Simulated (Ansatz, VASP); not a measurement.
## One calculation of PtSe, two programs

```
Pt Se
1.0
     0.00000    2.76059    2.76059
     2.76059    0.00000    2.76059
     2.76059    2.76059    0.00000
Pt Se
1 1
Direct
  0.50000 0.50000 0.50000
  0.00000 0.00000 0.00000
```

Alike in both runs: task single point; functional PBE; k mesh 8 × 8 × 8; occupations fermi-dirac, width 0.05 eV; no spin polarisation.

|  | VASP | Ansatz |
| --- | --- | --- |
| version | VASP 6.6.1 | Ansatz 0.2.0 |
| potentials or method | VASP PAW PBE potentials, release 64 (Pt, Se) | Ansatz PAW soft_1 |
| plane-wave cutoff (eV) | 500 | 420 |
| valence electrons in the cell | 16 | 34 |

```tsv
	VASP	Ansatz	Ansatz less VASP
gap on the k mesh at the Fermi level (eV)	none	none	-
pressure (GPa)	-12.3	-12.3	+0.07
```

A gap of «none» marks a metal or a gap that the smearing closes. With one functional, cell and mesh, what is left measures potentials, basis and numerics. VASP's potentials hold 16 valence electrons a cell and Ansatz's 34, so a difference there can come from the potentials and not from the codes.

Spin-orbit coupling is off throughout.
